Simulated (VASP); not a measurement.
# CdO (Fm-3m) in VASP: settings compared, part 2 of 2

VASP 6.6.1. The steps go on from the part before.

### 4 Single point, r2SCAN (12.51 Å³/atom)

This run uses another cell than the first one, of 12.51 Å³/atom.

POSCAR reads:

```
CdO
1.0
    0.0000000000      2.3211479198      2.3211479198
    2.3211479198      0.0000000000      2.3211479198
    2.3211479198      2.3211479198      0.0000000000
Cd O
1 1
Direct
    0.0000000000      0.0000000000      0.0000000000
    0.5000000000      0.5000000000      0.5000000000
```

INCAR.step1 reads:

```
PREC = Accurate
ENCUT = 660
ISMEAR = 0
SIGMA = 0.05
LREAL = False
LASPH = True
NELM = 120
NBANDS = 16
GGA = PE
ALGO = Normal
EDIFF = 1E-5
LWAVE = True
LCHARG = False
GGA_COMPAT = False
```

INCAR.step2 reads:

```
PREC = Accurate
ENCUT = 660
EDIFF = 1E-6
ISMEAR = 0
SIGMA = 0.05
LREAL = False
LASPH = True
NELM = 120
ALGO = Normal
ISIF = 2
LWAVE = False
LCHARG = False
METAGGA = R2SCAN
LMIXTAU = True
NBANDS = 16
ISTART = 1
GGA_COMPAT = False
```

KPOINTS reads:

```
Automatic mesh
0
Gamma
  8 8 8
```

Potentials or basis: VASP PAW PBE potentials, release 64 (Cd, O).

Started as:

```sh
> cat potpaw_PBE.64/Cd/POTCAR potpaw_PBE.64/O/POTCAR > POTCAR
> cp INCAR.step1 INCAR
> mpirun -np 1 vasp_std > vasp.out
> cp INCAR.step2 INCAR
> mpirun -np 1 vasp_std > vasp.out
```

OUTCAR:

```text
PREC = Accurate
   ENCUT = 660
   EDIFF = 1E-6
   ISMEAR = 0
   LREAL = False
   LASPH = True
   NELM = 120
   ISIF = 2
   METAGGA = R2SCAN
   ISTART = 1

 ion  position               nearest neighbor table
   1  0.000  0.000  0.000-   2 2.32   2 2.32   2 2.32   2 2.32   2 2.32   2 2.32
   2  0.500  0.500  0.500-   1 2.32   1 2.32   1 2.32   1 2.32   1 2.32   1 2.32

  LATTYP: Found a face centered cubic cell.
 ALAT       =     4.6422958396

  Lattice vectors:

[... 644 lines left out ...]

  FORCE on cell =-STRESS in cart. coord.  units (eV):
  Direction    XX          YY          ZZ          XY          YZ          ZX
  --------------------------------------------------------------------------------------
  -------------------------------------------------------------------------------------
  Total        1.3410827      1.3410827      1.3410827     -0.0000000      0.0000000      0.0000000
  in kB       85.9068281     85.9068281     85.9068281     -0.0000000      0.0000000      0.0000000
  external PRESSURE =      85.9068281 kB  Pullay stress =       0.0000000 kB

 VOLUME and BASIS-vectors are now :
 -----------------------------------------------------------------------------
  energy-cutoff  :      660.00
  volume of cell :       25.01
      direct lattice vectors                 reciprocal lattice vectors
     0.000000000  2.321147920  2.321147920    -0.215410658  0.215410658  0.215410658
     2.321147920  0.000000000  2.321147920     0.215410658 -0.215410658  0.215410658
     2.321147920  2.321147920  0.000000000     0.215410658  0.215410658 -0.215410658

 POSITION                                       TOTAL-FORCE (eV/Angst)
 -----------------------------------------------------------------------------------
      0.00000      0.00000      0.00000        -0.000000     -0.000000     -0.000000
      2.32115      2.32115      2.32115         0.000000      0.000000      0.000000
 -----------------------------------------------------------------------------------
    total drift:                                0.000000      0.000000      0.000000

  FREE ENERGIE OF THE ION-ELECTRON SYSTEM (eV)
  ---------------------------------------------------
  free  energy   TOTEN  =       -28.5281190396 eV

  energy  without entropy=      -28.5280890369  energy(sigma->0) =      -28.52810404
```

OSZICAR.step1:

```text
N       E                     dE             d eps       ncg     rms          rms(c)
DAV:   1     0.132173933598E+03    0.13217E+03   -0.12009E+04   952   0.140E+03
DAV:   2    -0.574225296025E+01   -0.13792E+03   -0.12718E+03  1048   0.318E+02
DAV:   3    -0.942894631050E+01   -0.36867E+01   -0.36808E+01  1128   0.573E+01
DAV:   4    -0.943773061758E+01   -0.87843E-02   -0.87842E-02  1176   0.270E+00
DAV:   5    -0.943775501350E+01   -0.24396E-04   -0.24396E-04  1152   0.127E-01    0.112E+01
DAV:   6    -0.767712944561E+01    0.17606E+01   -0.46102E+00  1200   0.375E+01    0.984E+00
DAV:   7    -0.765671938703E+01    0.20410E-01   -0.69880E-01  1016   0.807E+00    0.513E+00
DAV:   8    -0.764130639782E+01    0.15413E-01   -0.91967E-02   976   0.275E+00    0.749E-01
DAV:   9    -0.763751808191E+01    0.37883E-02   -0.86774E-03  1144   0.104E+00    0.107E-01
DAV:  10    -0.763762544142E+01   -0.10736E-03   -0.74110E-04   976   0.292E-01    0.422E-02
DAV:  11    -0.763765205632E+01   -0.26615E-04   -0.53846E-05  1168   0.744E-02    0.221E-02
DAV:  12    -0.763764920992E+01    0.28464E-05   -0.83298E-06   632   0.301E-02
   1 F= -.76376492E+01 E0= -.76375281E+01  d E =-.242147E-03
```

Wall time 35 s (1 thread of Intel Xeon 6975P-C (Granite Rapids), shared host); peak memory 0.17 GiB.

What came out:

| Property | Result |
| --- | --- |
| Free energy | -28.5281 eV |
| Pressure | 8.6 GPa |
| Band gap on the k mesh | 0.15 eV (least direct gap 1.65 eV) |

Caveat: the cell stands under pressure; the PAW data sets were made with another functional, which shifts forces and pressure a little. A k mesh can miss the band edges.

### 5 Single point, r2SCAN+rVV10 (12.36 Å³/atom)

This run uses another cell than the first one, of 12.36 Å³/atom.

POSCAR reads:

```
CdO
1.0
    0.0000000000      2.3120028068      2.3120028068
    2.3120028068      0.0000000000      2.3120028068
    2.3120028068      2.3120028068      0.0000000000
Cd O
1 1
Direct
    0.0000000000      0.0000000000      0.0000000000
    0.5000000000      0.5000000000      0.5000000000
```

INCAR.step1 is that of step 4.

Changes to INCAR.step2 since step 4:

```diff
@@ -14,2 +14,6 @@
 LMIXTAU = True
+LUSE_VDW = True
+IVDW_NL = 2
+BPARAM = 11.95
+CPARAM = 0.0093
 NBANDS = 16
```

KPOINTS is that of step 4.

Started as:

```sh
> cat potpaw_PBE.64/Cd/POTCAR potpaw_PBE.64/O/POTCAR > POTCAR
> cp INCAR.step1 INCAR
> mpirun -np 1 vasp_std > vasp.out
> cp INCAR.step2 INCAR
> mpirun -np 1 vasp_std > vasp.out
```

It took 52 s on 1 thread of Intel Xeon 6975P-C (Granite Rapids), shared host; peak memory 0.27 GiB.

It converged, with:

```
Free energy            : -28.0089 eV
Pressure               : 9.2 GPa
Band gap on the k mesh : 0.14 eV (least direct gap 1.70 eV)
```

Levels at points of the mesh, in eV from the valence-band top:
```csv
k point,band 7,band 8,band 9,band 10,band 11,band 12
"(0.00, 0.00, 0.00)",-1.56,-1.56,-1.56,0.14,15.73,18.08
"(0.50, 0.00, 0.00)",-3.96,0.00,0.00,5.05,8.38,13.05
"(0.50, 0.50, 0.00)",-4.73,-2.60,-2.60,4.77,9.51,11.92
```

Caveat: the cell stands under pressure; the PAW data sets were made with another functional, which shifts forces and pressure a little. A k mesh can miss the band edges.

### 6 Single point, r2SCAN (12.77 Å³/atom)

This run uses another cell than the first one, of 12.77 Å³/atom.

POSCAR reads:

```
CdO
1.0
    0.0000000000      2.3371563424      2.3371563424
    2.3371563424      0.0000000000      2.3371563424
    2.3371563424      2.3371563424      0.0000000000
Cd O
1 1
Direct
    0.0000000000      0.0000000000      0.0000000000
    0.5000000000      0.5000000000      0.5000000000
```

INCAR.step1 reads:

```
PREC = Accurate ; ENCUT = 660
ISMEAR = 0 ; SIGMA = 0.05
LREAL = False ; LASPH = True
NELM = 120 ; NBANDS = 16
GGA = PE ; ALGO = Normal
EDIFF = 1E-5 ; LWAVE = True
LCHARG = False ; GGA_COMPAT = False
```

INCAR.step2 reads:

```
PREC = Accurate ; ENCUT = 660
EDIFF = 1E-6 ; ISMEAR = 0
SIGMA = 0.05 ; LREAL = False
LASPH = True ; NELM = 120
ALGO = Normal ; ISIF = 2
LWAVE = False ; LCHARG = False
METAGGA = R2SCAN ; LMIXTAU = True
NBANDS = 16 ; ISTART = 1
GGA_COMPAT = False
```

KPOINTS is that of step 5.

Potentials or basis: VASP PAW PBE potentials, release 64 (Cd, O).

Started as:

```sh
> cat potpaw_PBE.64/Cd/POTCAR potpaw_PBE.64/O/POTCAR > POTCAR
> cp INCAR.step1 INCAR
> mpirun -np 1 vasp_std > vasp.out
> cp INCAR.step2 INCAR
> mpirun -np 1 vasp_std > vasp.out
```

Run time: 35 s. Hardware: 1 thread of Intel Xeon 6975P-C (Granite Rapids), shared host; peak memory 0.17 GiB.

Results (log left out):

* Free energy: -28.5510 eV
* Pressure: 4.9 GPa
* Band gap on the k mesh: 0.11 eV (least direct gap 1.52 eV)

Levels at points of the mesh, in eV from the valence-band top:
| k point | band 5 | band 6 | band 7 | band 8 | band 9 | band 10 | band 11 | band 12 | band 13 | band 14 |
| --- | --- | --- | --- | --- | --- | --- | --- | --- | --- | --- |
| (0.00, 0.00, 0.00) | -6.57 | -6.57 | -1.42 | -1.42 | -1.42 | 0.11 | 15.75 | 17.89 | 17.89 | 17.89 |
| (0.50, 0.00, 0.00) | -6.34 | -6.34 | -3.87 | 0.00 | 0.00 | 5.08 | 8.15 | 12.91 | 12.91 | 18.73 |
| (0.50, 0.50, 0.00) | -6.20 | -5.85 | -4.45 | -2.41 | -2.41 | 4.64 | 9.40 | 11.85 | 14.51 | 14.51 |

Caveat: the cell stands under pressure; the PAW data sets were made with another functional, which shifts forces and pressure a little.

### 7 Summary

```csv
level,cell,cutoff (eV),gap on the mesh (eV),pressure (GPa)
BLYP,"a = 3.440 Å, angles 60.0°, 2 atoms",600,none,-1.3
BLYP,"a = 3.462 Å, angles 60.0°, 2 atoms",600,none,-3.3
r2SCAN,"a = 3.283 Å, angles 60.0°, 2 atoms",660,0.15,8.6
r2SCAN+rVV10,"a = 3.270 Å, angles 60.0°, 2 atoms",660,0.14,9.2
r2SCAN,"a = 3.305 Å, angles 60.0°, 2 atoms",660,0.11,4.9
```

Alike in all rows: task single point; potentials or basis VASP PAW PBE potentials, release 64 (Cd, O); no spin polarisation; k mesh 8 × 8 × 8; smearing gaussian 0.05 eV.

Caveats: the PAW data sets were made with another functional, which shifts forces and pressure a little; the cell stands under pressure (at least some runs); semilocal functionals underestimate gaps, so a narrow gap can read as zero (at least some runs); the cell stands under tension (at least some runs).

Absolute energies hang on the potentials; compare differences alone.
